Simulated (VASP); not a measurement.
Wanted: the native input for a VASP 6.6.1 run.

* Task: electric field gradients
* Functional: LDA
* Potentials or basis: VASP PAW LDA potentials, release 64 (Sr_sv)
* Cutoff: 520 eV
* k mesh: 10 × 10 × 5
* Occupations: fermi-dirac, width 0.08 eV
* Spin: no spin polarisation
* Dipole correction: no
* Further INCAR settings: ALGO = Normal; EDIFF = 1e-08; NBANDS = 17

The structure of Sr lies in POSCAR:

```
Sr
1.0
    4.3100002207      0.0000000000      0.0000000000
   -2.1550001104      3.7325696814      0.0000000000
    0.0000000000      0.0000000000      6.9090000000
Sr
2
Direct
    0.3333333333      0.6666666667      0.2500000000
    0.6666666667      0.3333333333      0.7500000000
```

This cell differs from its parent crystal: zz strain of -2 %.

These files were run (other wordings do the same):

INCAR

```
SYSTEM = Sr
  PREC = Accurate
  ENCUT = 520
  EDIFF = 1E-8
  ISMEAR = -1
  SIGMA = 0.08
  LREAL = .False.
  LASPH = .True.
  NELM = 60
  ALGO = Normal
  ISIF = 2
  LWAVE = .False.
  LCHARG = .False.
  LEFG = .True.
  NBANDS = 17
```

KPOINTS

```
regular mesh
0
Gamma
  10 10 5
  0 0 0
```

Potentials or basis: VASP PAW LDA potentials, release 64 (Sr_sv).

Command:

```sh
$ cat potpaw_LDA.64/Sr_sv/POTCAR > POTCAR
$ mpirun -np 1 vasp_std > vasp.out
```

It gave:

```yaml
Pressure: -1.4 GPa
Band_gap_on_the_k_mesh: zero (band 10 reaches 1.50 eV, above the bottom of band 11 at 1.37 eV)
```

Caveat: the cell differs from its parent crystal (zz strain of -2 %); without QUAD_EFG the Cq values of the log hold for a quadrupole moment of 1 mb, not for the nuclei.

Run time: 2.2 min on 1 thread of Oxide Virtual Turin-like Processor, with other jobs on the host, peak memory 0.18 GiB.
